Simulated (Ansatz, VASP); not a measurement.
## Two plane-wave programs on InSe

```
In Se
1.0
    -4.03177    0.00000    0.00000
    -2.01589   -3.49162    0.00000
     0.00000    0.00000   17.01237
In Se
4 4
Direct
  0.33333 0.33333 0.16421
  0.66667 0.66667 0.65686
  0.33333 0.33333 0.32844
  0.66667 0.66667 0.82110
  0.33333 0.33333 0.58120
  0.66667 0.66667 0.08855
  0.33333 0.33333 0.89675
  0.66667 0.66667 0.40410
```

Alike in both runs: task single point; functional PBE; dispersion D3(BJ); k mesh 9 × 9 × 2; occupations gaussian, width 0.03 eV; no spin polarisation.

|  | VASP | Ansatz |
| --- | --- | --- |
| version | VASP 6.6.1 | Ansatz 0.2.0 |
| potentials or method | VASP PAW PBE potentials, release 64 (In_d, Se), cutoff 520 eV | scalar-relativistic, plane waves, PAW |
| valence electrons in the cell | 76 | 116 |

|  | VASP | Ansatz | Ansatz less VASP |
| --- | --- | --- | --- |
| gap on the k mesh at the Fermi level (eV) | 0.44 | 0.45 | +0.013 |
| least direct gap on the mesh (eV) | 0.44 | 0.45 | +0.013 |
| pressure (GPa) | -0.1 | -0.1 | -0.04 |
| traceless stress, the component that is largest in VASP (GPa) | -0.11 | -0.10 | +0.004 |
| rms of the force components (eV/Å) | 0.023 | 0.019 | -0.0048 |

Atom by atom the forces differ by 0.008 eV/Å (rms over components). VASP's potentials hold 76 valence electrons a cell and Ansatz's 116, so a difference there can come from the potentials and not from the codes.
